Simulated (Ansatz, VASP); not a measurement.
## Two plane-wave programs on Nb

```xyz
1
Lattice="-1.6563 1.6563 1.6563 1.6563 -1.6563 1.6563 1.6563 1.6563 -1.6563" Properties=species:S:1:pos:R:3 pbc="T T T"
Nb    0.0000    0.0000    0.0000
```

Alike in both runs: task relaxation of cell and atoms; functional PBE; k mesh 18 × 18 × 18; occupations gaussian, width 0.1 eV; no spin polarisation.

|  | VASP | Ansatz |
| --- | --- | --- |
| version | VASP 6.6.1 | Ansatz 0.2.0 |
| potentials or method | VASP PAW PBE potentials, release 64 (Nb_sv), cutoff 600 eV | scalar-relativistic, plane waves, PAW |
| valence electrons in the cell | 13 | 13 |

```csv
,VASP,Ansatz,Ansatz less VASP
"gap on the k mesh at the Fermi level, each at its own relaxed structure (eV)",none,none,-
relaxed volume (Å³/atom),18.12,18.15,+0.032
relaxed length of the cell vector where the two differ most in proportion (Å),2.866,2.868,+0.0017
```

A gap of «none» marks a metal or a gap that the smearing closes.
